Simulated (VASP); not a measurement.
Here is a VASP 6.6.1 calculation.

Contents of INCAR:

```
PREC = Accurate
ENCUT = 520
EDIFF = 1E-6
ISMEAR = -1
SIGMA = 0.08
LREAL = F
LASPH = T
NELM = 80
ALGO = Normal
ISIF = 2
LWAVE = F
LCHARG = F
LDIPOL = T
IDIPOL = 3
DIPOL = 0.5 0.5 0.500
GGA = CA
NBANDS = 43
```

KPOINTS

```
regular mesh
0
Gamma
  11 11 1
```

The input POSCAR:

```
Mo
1.0
    3.1112033377      0.0000000000      0.0000000000
    0.0000000000      3.1112033377      0.0000000000
    0.0000000000      0.0000000000     22.2224000000
Mo
5
Direct
    0.0000000000      0.0000000000      0.3666937338
    0.5000000000      0.5000000000      0.4285887491
    0.0000000000      0.0000000000      0.4999999989
    0.5000000000      0.5000000000      0.5714112521
    0.0000000000      0.0000000000      0.6333062661
```

Potentials or basis: VASP PAW LDA potentials, release 64 (Mo_sv).

Run with:

```console
$ cat potpaw_LDA.64/Mo_sv/POTCAR > POTCAR
$ mpirun -np 1 vasp_std > vasp.out
```

Q: Estimate the band gap on the k mesh.

A: Zero (band 35 reaches 3.25 eV, above the bottom of band 36 at 1.60 eV).

Q: Estimate the largest force.

A: 0.084 eV/Å.

Forces in eV/Å, atoms in the order of the input:
```
Mo   0.000  0.000 -0.084
Mo   0.000  0.000  0.011
Mo   0.000  0.000  0.000
Mo   0.000  0.000 -0.011
Mo   0.000  0.000  0.084
```
